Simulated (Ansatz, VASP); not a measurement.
Sb: VASP beside Ansatz

Contents of INCAR:

```
SYSTEM = Sb
  PREC = Accurate
  ENCUT = 520
  EDIFF = 1E-7
  ISMEAR = 0
  SIGMA = 0.1
  LREAL = .False.
  LASPH = .True.
  NELM = 100
  ALGO = Normal
  ISIF = 2
  LWAVE = .False.
  LCHARG = .True.
  GGA = PE
  LELF = .True.
  LVHAR = .True.
  NBANDS = 8
```

The input KPOINTS:

```
Automatic mesh
0
Gamma
  8 8 8
  0 0 0
```

The input POSCAR:

```
Sb
1.0
   -1.2879367700      2.1072751500      2.5735015700
    1.2879367700     -2.1072751500      2.5735015700
    1.2879367700      2.1072751500     -2.5735015700
Sb
1
Direct
    0.0000000000      0.5000000000      0.5000000000
```

Input for Ansatz:

```yaml
crystal:
  lattice:
    - [-1.28793677, 2.10727515, 2.57350157]
    - [1.28793677, -2.10727515, 2.57350157]
    - [1.28793677, 2.10727515, -2.57350157]
  atoms:
    - { symbol: Sb, position: [0.0, 0.5, 0.5] }
basis:
  ecutwfc: 420
kpoints:
  mp_grid: { grid: [8, 8, 8] }
hamiltonian:
  xc: pbe
scf:
  occupations: { method: gaussian, width: 0.1 }
  lower_state_search: "off"
output:
  forces: true
  stress: true
  eigenvalues: true
```

Alike in both runs: task single point; functional PBE; k mesh 8 × 8 × 8; occupations gaussian, width 0.1 eV; no spin polarisation.

```csv
,VASP,Ansatz
version,VASP 6.6.1,Ansatz 0.2.0
potentials or method,"VASP PAW PBE potentials, release 64 (Sb), cutoff 520 eV","scalar-relativistic, plane waves, PAW"
valence electrons in the cell,5,15
```

```tsv
	VASP	Ansatz	Ansatz less VASP
gap on the k mesh at the Fermi level (eV)	none	none	-
pressure (GPa)	15.5	15.4	-0.19
traceless stress, the component that is largest in VASP (GPa)	28.54	28.08	-0.460
```

A gap of «none» marks a metal or a gap that the smearing closes. VASP's potentials hold 5 valence electrons a cell and Ansatz's 15, so a difference there can come from the potentials and not from the codes.

Spin-orbit coupling is off throughout.
